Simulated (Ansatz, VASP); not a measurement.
**Ga2O3: VASP beside Ansatz**

```
CELL_PARAMETERS angstrom
2.49230 1.43893 4.48067
-2.49230 1.43893 4.48067
0.00000 -2.87786 4.48067
ATOMIC_POSITIONS crystal
Ga 0.35168 0.35168 0.35168
Ga 0.14832 0.14832 0.14832
Ga 0.64088 0.64088 0.64088
Ga 0.85912 0.85912 0.85912
O 0.55272 0.94728 0.25000
O 0.25000 0.55272 0.94728
O 0.94728 0.25000 0.55272
O 0.44546 0.05454 0.75000
O 0.75000 0.44546 0.05454
O 0.05454 0.75000 0.44546
```

Change from the starting cell: mode 17 (337.8 1/cm) frozen in, largest displacement +0.050 Å.

Alike in both runs: task single point; functional r2SCAN; k mesh 6 × 6 × 6; occupations gaussian, width 0.05 eV; no spin polarisation.

|  | VASP | Ansatz |
| --- | --- | --- |
| version | VASP 6.6.1 | Ansatz 0.2.0 |
| potentials or method | VASP PAW PBE potentials, release 64 (Ga_d, O), cutoff 520 eV | scalar-relativistic, plane waves, PAW |
| valence electrons in the cell | 88 | 88 |

|  | VASP | Ansatz | Ansatz less VASP |
| --- | --- | --- | --- |
| gap on the k mesh at the Fermi level (eV) | 3.41 | 3.42 | +0.011 |
| least direct gap on the mesh (eV) | 3.45 | 3.46 | +0.011 |
| pressure (GPa) | 2.2 | 0.4 | -1.87 |
| traceless stress, the component that is largest in VASP (GPa) | -0.66 | -0.31 | +0.348 |
| rms of the force components (eV/Å) | 0.543 | 0.536 | -0.0076 |

VASP's potentials were made for PBE, not for r2SCAN. Atom by atom the forces differ by 0.025 eV/Å (rms over components). With one functional, cell and mesh, what is left measures potentials, basis and numerics.
